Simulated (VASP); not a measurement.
# HfC (P6_3/mmc) in VASP: further runs, part 2 of 2

VASP 6.6.1. Earlier steps stand in the parts before.

## 5. Relaxation of cell and atoms, PBE

This run uses another cell than the first one, of 12.13 Å³/atom.

File INCAR:

```
PREC     = Accurate       # precision mode
ENCUT    = 600            # plane-wave cutoff, eV
EDIFF    = 1E-7           # SCF threshold, eV
ISMEAR   = 0              # smearing method
SIGMA    = 0.05           # smearing width, eV
LREAL    = F              # projectors in reciprocal space
LASPH    = T              # aspherical terms in the spheres
NELM     = 60             # most SCF steps
ALGO     = Normal         # electronic algorithm
ISIF     = 3              # what is computed and relaxed
LWAVE    = F              # write WAVECAR
LCHARG   = F              # write CHGCAR
GGA      = PE             # functional
IBRION   = 2              # ionic algorithm
NSW      = 80             # ionic steps
EDIFFG   = -0.01          # ionic threshold
```

File KPOINTS:

```
Automatic mesh
0
Gamma
  12 12 8
```

File POSCAR:

```
HfC
1.0
    3.4255396858      0.0000000000      0.0000000000
   -1.7127698429      2.9666043895      0.0000000000
    0.0000000000      0.0000000000      4.7743636847
Hf C
2 2
Direct
    0.0000000000      0.0000000000      0.0000000000
    0.0000000000      0.0000000000      0.5000000000
    0.3333333333      0.6666666667      0.2500000000
    0.6666666667      0.3333333333      0.7500000000
```

Potentials or basis: VASP PAW PBE potentials, release 64 (Hf_pv, C).

Launch:

```console
$ cat potpaw_PBE.64/Hf_pv/POTCAR potpaw_PBE.64/C/POTCAR > POTCAR
$ mpirun -np 1 vasp_std > vasp.out
```

OUTCAR:

```text
PREC = Accurate
   ENCUT = 600
   EDIFF = 1E-7
   ISMEAR = 0
   LREAL = F
   LASPH = T
   NELM = 60
   ISIF = 3
   GGA = PE
   IBRION = 2
   NSW = 80
   EDIFFG = -0.01

 ion  position               nearest neighbor table
   1  0.000  0.000  0.000-   3 2.31   4 2.31   3 2.31   4 2.31   4 2.31   3 2.31   2 2.39   2 2.39

   2  0.000  0.000  0.500-   3 2.31   4 2.31   3 2.31   4 2.31   4 2.31   3 2.31   1 2.39   1 2.39

   3  0.333  0.667  0.250-   1 2.31   2 2.31   1 2.31   2 2.31   1 2.31   2 2.31
   4  0.667  0.333  0.750-   1 2.31   2 2.31   1 2.31   2 2.31   1 2.31   2 2.31

  LATTYP: Found a hexagonal cell.
 ALAT       =     3.4255396858
 C/A-ratio  =     1.3937551810

  Lattice vectors:

 A1 = (   3.4255396858,   0.0000000000,   0.0000000000)
 A2 = (  -1.7127698429,   2.9666043895,   0.0000000000)
 A3 = (   0.0000000000,   0.0000000000,   4.7743636847)

Analysis of symmetry for initial positions (statically):
=====================================================================
 Subroutine PRICEL returns:
 Original cell was already a primitive cell.

 Routine SETGRP: Setting up the symmetry group for a
 hexagonal supercell.

[... 282 lines left out ...]
  free  energy   TOTEN  =       -39.7443282556 eV

  energy  without entropy=      -39.7429918630  energy(sigma->0) =      -39.74366006

[... ionic steps 4 to 7 ...]

--------------------------------------- Ionic step        8  -------------------------------------------

 number of electron      28.0000005 magnetization

------------------------ aborting loop because EDIFF is reached ----------------------------------------
[... 71 lines left out ...]
--------------------------------------- Ionic step       10  -------------------------------------------

 number of electron      28.0000007 magnetization

 Free energy of the ion-electron system (eV)
  ---------------------------------------------------
  ext. energy  EPLUGINS =         0.00000000
  ---------------------------------------------------
  free energy    TOTEN  =       -39.95268499 eV

  energy without entropy =      -39.95151623  energy(sigma->0) =      -39.95210061

 E-fermi :   5.3816     XC(G=0): -11.9699

 val. band max:        5.3746867923   @ k =   0.2500   0.0000   0.0000
 cond. band min:       5.3914535343   @ k =   0.0833   0.0833   0.0000
 fundamental gap:      0.0167667421
 Fermi energy:         5.3816228212

 k-point     1 :       0.0000    0.0000    0.0000
  band No.  band energies     occupation
      1     -25.1046      2.00000
      2     -24.3927      2.00000
      3     -24.3927      2.00000
      4     -24.2787      2.00000
      5     -24.2787      2.00000
      6     -24.0140      2.00000
[... 481 lines left out ...]
      5     -24.3673      2.00000
      6     -24.0090      2.00000
[... 10 lines left out ...]
     17       9.6687      0.00000
     18       9.9950      0.00000

 [... further k-points ...]

------------------------ aborting loop because EDIFF is reached ----------------------------------------

  FORCE on cell =-STRESS in cart. coord.  units (eV):
  Direction    XX          YY          ZZ          XY          YZ          ZX
  --------------------------------------------------------------------------------------
  -------------------------------------------------------------------------------------
  Total       -0.0325335     -0.0325335      0.0007414      0.0000000     -0.0000000      0.0000000
  in kB       -0.9820282     -0.9820282      0.0223781      0.0000000     -0.0000000      0.0000000
  external PRESSURE =      -0.6472261 kB  Pullay stress =       0.0000000 kB
[... 19 lines left out ...]
  FREE ENERGIE OF THE ION-ELECTRON SYSTEM (eV)
  ---------------------------------------------------
  free  energy   TOTEN  =       -39.9526849940 eV

  energy  without entropy=      -39.9515162259  energy(sigma->0) =      -39.95210061

 reached required accuracy - stopping structural energy minimisation
```

It took 4.1 min on 1 thread of Intel Xeon 6975P-C (Granite Rapids), shared host; peak memory 0.26 GiB.

What came out:

```
Free energy                           : -39.9527 eV
Relaxed volume                        : 13.27 Å³/atom
Relaxed cell                          : a = 3.262 Å, b = 3.262 Å, c = 5.758 Å, α = 90.00°, β = 90.00°, γ = 120.00°
Space group after relaxing (to 0.1 Å) : P6_3/mmc (No. 194)
Energy gained by relaxing             : 906.9 meV/atom
Ionic steps                           : 10
Pressure after relaxing               : -0.1 GPa
Band gap on the k mesh                : zero (bands 14 and 15 overlap by 1.62 eV)
```

The path:
| step | energy change (eV) | largest force (eV/Å) | pressure (GPa) | volume (Å³) |
| --- | --- | --- | --- | --- |
| 1 | 0.0000 | 0.0000 | 32.73 | 48.52 |
| 2 | -1.1078 | 0.0000 | -30.18 | 64.69 |
| 3 | -3.4192 | 0.0000 | -13.77 | 57.33 |
| 4 | -3.4370 | 0.0000 | -11.49 | 56.70 |
| 5 | -3.4608 | 0.0000 | 11.03 | 50.40 |
| 6 | -3.6251 | 0.0000 | -1.32 | 53.35 |
| 7 | -3.6251 | 0.0000 | -1.09 | 53.29 |
| 8 | -3.6249 | 0.0000 | 1.40 | 52.76 |
| 9 | -3.6276 | 0.0000 | 0.12 | 53.03 |
| 10 | -3.6276 | 0.0000 | -0.06 | 53.08 |

Final structure:
```xyz
4
Lattice="3.2624 0.0000 0.0000 -1.6312 2.8253 0.0000 0.0000 0.0000 5.7585" Properties=species:S:1:pos:R:3 pbc="T T T"
Hf    0.0000    0.0000    5.7585
Hf    0.0000    0.0000    2.8792
C     0.0000    1.8836    1.4396
C     1.6312    0.9418    4.3188
```

Levels at points of the mesh, in eV from the Fermi level:
```tsv
k point	band 12	band 13	band 14	band 15	band 16	band 17
(0.00, 0.00, 0.00)	-1.12	0.81	1.41	1.41	2.13	2.13
(0.50, 0.00, 0.00)	-1.80	-1.02	-0.97	0.36	2.12	5.52
(0.00, 0.00, 0.50)	-1.11	-1.11	-1.11	2.90	2.90	3.20
(0.50, 0.00, 0.50)	-1.84	-1.31	-1.31	1.16	1.16	5.90
```

Caveat: a cell axis changed by over 15 % at a fixed basis, so the end point is rough; spin-orbit coupling is left out, which moves the levels of the heavy elements.

## 6. Summary

```csv
task,cell,k mesh,gap on the mesh (eV),pressure (GPa)
relaxation of shape and atoms at fixed volume,"relaxed from a = 3.311, b = 3.311, c = 5.835 Å, angles 90.0, 90.0, 120.0°, 4 atoms",12 × 12 × 6,none,-8.4
relaxation of shape and atoms at fixed volume,"relaxed from a = 3.344, b = 3.344, c = 5.884 Å, angles 90.0, 90.0, 120.0°, 4 atoms",12 × 12 × 6,none,-13.2
relaxation of shape and atoms at fixed volume,"relaxed from a = 3.378, b = 3.378, c = 5.927 Å, angles 90.0, 90.0, 120.0°, 4 atoms",12 × 12 × 6,none,-17.2
relaxation of cell and atoms,"relaxed from a = 3.426, b = 3.426, c = 4.774 Å, angles 90.0, 90.0, 120.0°, 4 atoms",12 × 12 × 8,none,-0.1
```

Alike in all rows: level PBE; potentials or basis VASP PAW PBE potentials, release 64 (Hf_pv, C); no spin polarisation; cutoff (eV) 600; smearing gaussian 0.05 eV.

Caveats: spin-orbit coupling is left out, which moves the levels of the heavy elements; a cell axis changed by over 15 % at a fixed basis, so the end point is rough (at least some runs).

Total energies depend on the potentials used, so only differences within one code and one set of settings carry meaning.

The gap in the log of VASP goes by the Fermi energy; the results here count the filled bands.